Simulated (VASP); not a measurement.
# TiTe2 (P-3m1) in VASP: notebook, part 2 of 2

VASP 6.6.1. The steps go on from the part before.

## 3. Relaxation of cell and atoms, PBE

This run uses another cell than the first one, of 28.36 Å³/atom, 0.994 times its volume.

INCAR

```
SYSTEM = TiTe2
PREC     = Accurate       ! precision mode
ENCUT    = 600            ! plane-wave cutoff, eV
EDIFF    = 1E-6           ! SCF threshold, eV
ISMEAR   = 0              ! smearing method
SIGMA    = 0.1            ! smearing width, eV
LREAL    = .False.        ! projectors in reciprocal space
LASPH    = .True.         ! aspherical terms in the spheres
NELM     = 80             ! most SCF steps
ALGO     = Normal         ! electronic algorithm
ISIF     = 3              ! what is computed and relaxed
LWAVE    = .False.        ! write WAVECAR
LCHARG   = .False.        ! write CHGCAR
GGA      = PE             ! functional
IBRION   = 2              ! ionic algorithm
NSW      = 100            ! ionic steps
EDIFFG   = -0.01          ! ionic threshold
```

KPOINTS

```
Automatic mesh
0
Gamma
  15 15 8
  0 0 0
```

POSCAR

```
TiTe2
1.0
    3.8242092100      0.0000000000      0.0000000000
   -1.9121046100      3.3118622300      0.0000000000
    0.0000000000      0.0000000000      6.7182521800
Ti Te
1 2
Direct
    0.0000000000      0.0000000000      0.0000000000
    0.6666666900      0.3333333400      0.7498315000
    0.3333333400      0.6666666900      0.2501685000
```

Potentials or basis: VASP PAW PBE potentials, release 64 (Ti_sv, Te).

Started as:

```
> cat potpaw_PBE.64/Ti_sv/POTCAR potpaw_PBE.64/Te/POTCAR > POTCAR
> mpirun -np 1 vasp_std > vasp.out
```

OUTCAR:

```text
SYSTEM = TiTe2
   PREC = Accurate
   ENCUT = 600
   EDIFF = 1E-6
   ISMEAR = 0
   LREAL = .False.
   LASPH = .True.
   NELM = 80
   ISIF = 3
   GGA = PE
   IBRION = 2
   NSW = 100
   EDIFFG = -0.01

 ion  position               nearest neighbor table
   1  0.000  0.000  0.000-   2 2.77   2 2.77   3 2.77   3 2.77   3 2.77   2 2.77
   2  0.667  0.333  0.750-   1 2.77   1 2.77   1 2.77
   3  0.333  0.667  0.250-   1 2.77   1 2.77   1 2.77

  LATTYP: Found a hexagonal cell.
 ALAT       =     3.8242092100
 C/A-ratio  =     1.7567689975

  Lattice vectors:

 A1 = (   3.8242092100,   0.0000000000,   0.0000000000)
 A2 = (  -1.9121046100,   3.3118622300,   0.0000000000)
 A3 = (   0.0000000000,   0.0000000000,   6.7182521800)

Analysis of symmetry for initial positions (statically):
=====================================================================
 Subroutine PRICEL returns:
 Original cell was already a primitive cell.

 Routine SETGRP: Setting up the symmetry group for a
 hexagonal supercell.

 Subroutine GETGRP returns: Found 12 space group operations
 (whereof 12 operations were pure point group operations)
 out of a pool of 24 trial point group operations.

The static configuration has the point symmetry D_3d.

Analysis of symmetry for dynamics (positions and initial velocities):
=====================================================================
 Subroutine PRICEL returns:
 Original cell was already a primitive cell.

 Routine SETGRP: Setting up the symmetry group for a
 hexagonal supercell.

 Subroutine GETGRP returns: Found 12 space group operations
 (whereof 12 operations were pure point group operations)
 out of a pool of 24 trial point group operations.

The dynamic configuration has the point symmetry D_3d.

 Subroutine INISYM returns: Found 12 space group operations
 (whereof 12 operations are pure point group operations),
 and found     1 'primitive' translations
[... 126 lines left out ...]
   LEPSILON=     F    determine dielectric tensor
   LRPA    =     F    only Hartree local field effects (RPA)
 conjugate gradient relaxation of ions
 non-spin polarized calculation
 Gauss-broadening in eV      SIGMA  =   0.10
  energy-cutoff  :      600.00
  volume of cell :       85.09
 maximum number of plane-waves:      2877
 NGX is ok and might be reduce to    32
   NGX = 15   NGY = 15   NGZ = 27

--------------------------------------- Ionic step        1  -------------------------------------------

 number of electron      24.0000000 magnetization

 Free energy of the ion-electron system (eV)
  ---------------------------------------------------
  ext. energy  EPLUGINS =         0.00000000
  ---------------------------------------------------
  free energy    TOTEN  =       -16.20872927 eV

  energy without entropy =      -16.20153430  energy(sigma->0) =      -16.20513179

------------------------ aborting loop because EDIFF is reached ----------------------------------------

  FORCE on cell =-STRESS in cart. coord.  units (eV):
  Direction    XX          YY          ZZ          XY          YZ          ZX
  --------------------------------------------------------------------------------------
  -------------------------------------------------------------------------------------
  Total       -0.2425744     -0.2425744      0.6258550      0.0000000     -0.0000000      0.0000000
  in kB       -4.5675721     -4.5675719     11.7845798      0.0000000     -0.0000000      0.0000000
  external PRESSURE =       0.8831453 kB  Pullay stress =       0.0000000 kB
[... 135 lines left out ...]
--------------------------------------- Ionic step        5  -------------------------------------------

 number of electron      24.0000004 magnetization

 Free energy of the ion-electron system (eV)
  ---------------------------------------------------
  ext. energy  EPLUGINS =         0.00000000
  ---------------------------------------------------
  free energy    TOTEN  =       -16.22167354 eV

  energy without entropy =      -16.21411844  energy(sigma->0) =      -16.21789599

 E-fermi :   6.2693     XC(G=0):  -9.5920

 val. band max:        6.2591849679   @ k =   0.4667   0.0667   0.5000
 cond. band min:       6.2701419397   @ k =   0.4000  -0.0000   0.0000
 fundamental gap:      0.0109569719
 Fermi energy:         6.2692941846

 k-point     1 :       0.0000    0.0000    0.0000
  band No.  band energies     occupation
      1     -51.2601      2.00000
      2     -27.5129      2.00000
      3     -27.5129      2.00000
      4     -27.4736      2.00000
      5      -5.9634      2.00000
      6      -4.7524      2.00000
[... 433 lines left out ...]
      3     -27.5315      2.00000
      4     -27.4633      2.00000
      5      -4.1403      2.00000
      6      -4.0494      2.00000
[... 8 lines left out ...]
     15       7.6335      0.00000
     16       8.3907      0.00000

 [... further k-points ...]

------------------------ aborting loop because EDIFF is reached ----------------------------------------

  FORCE on cell =-STRESS in cart. coord.  units (eV):
  Direction    XX          YY          ZZ          XY          YZ          ZX
  --------------------------------------------------------------------------------------
  -------------------------------------------------------------------------------------
  Total        0.0044970      0.0044970      0.0153432     -0.0000000     -0.0000000      0.0000000
  in kB        0.0855538      0.0855538      0.2919012     -0.0000000     -0.0000000      0.0000000
  external PRESSURE =       0.1543363 kB  Pullay stress =       0.0000000 kB
[... 18 lines left out ...]
  FREE ENERGIE OF THE ION-ELECTRON SYSTEM (eV)
  ---------------------------------------------------
  free  energy   TOTEN  =       -16.2216735382 eV

  energy  without entropy=      -16.2141184419  energy(sigma->0) =      -16.21789599

 reached required accuracy - stopping structural energy minimisation
```

Wall time 6.9 min (1 thread of Intel Xeon 6975P-C (Granite Rapids), shared host); peak memory 0.5 GiB.

Results:

```yaml
Free_energy: -16.2217 eV
Relaxed_volume: 28.07 Å³/atom
Relaxed_cell: a = 3.769 Å, b = 3.769 Å, c = 6.844 Å, α = 90.00°, β = 90.00°, γ = 120.00°
Space_group_after_relaxing_to_0.05_Å: P-3m1 (No. 164)
Energy_gained_by_relaxing: 4.3 meV/atom
Ionic_steps: 5
Pressure_after_relaxing: 0.0 GPa
Largest_force_after_relaxing: 0.005 eV/Å
Band_gap_on_the_k_mesh: zero (band 12 reaches 6.65 eV, above the bottom of band 13 at 6.01 eV)
```

Forces in eV/Å, atoms in the order of the input:
```
Ti   0.000  0.000  0.000
Te   0.000  0.000  0.005
Te   0.000  0.000 -0.005
```

The path:
```tsv
step	energy change (eV)	largest force (eV/Å)	pressure (GPa)	volume (Å³)
1	0.0000	0.1977	0.09	85.09
2	-0.0083	0.0391	-0.38	85.28
3	-0.0098	0.0621	-0.68	85.39
4	-0.0126	0.0136	0.25	83.84
5	-0.0129	0.0053	0.02	84.22
```

Final structure:
```
Ti Te
1.0
     3.76936    0.00000    0.00000
    -1.88468    3.26436    0.00000
     0.00000    0.00000    6.84426
Ti Te
1 2
Direct
  0.00000 0.00000 0.00000
  0.66667 0.33333 0.74716
  0.33333 0.66667 0.25284
```

Caveat: spin-orbit coupling is left out, which moves the levels of the heavy elements; this functional lacks dispersion, which binds the layers, so the pressure and a relaxed spacing across them are unreliable.
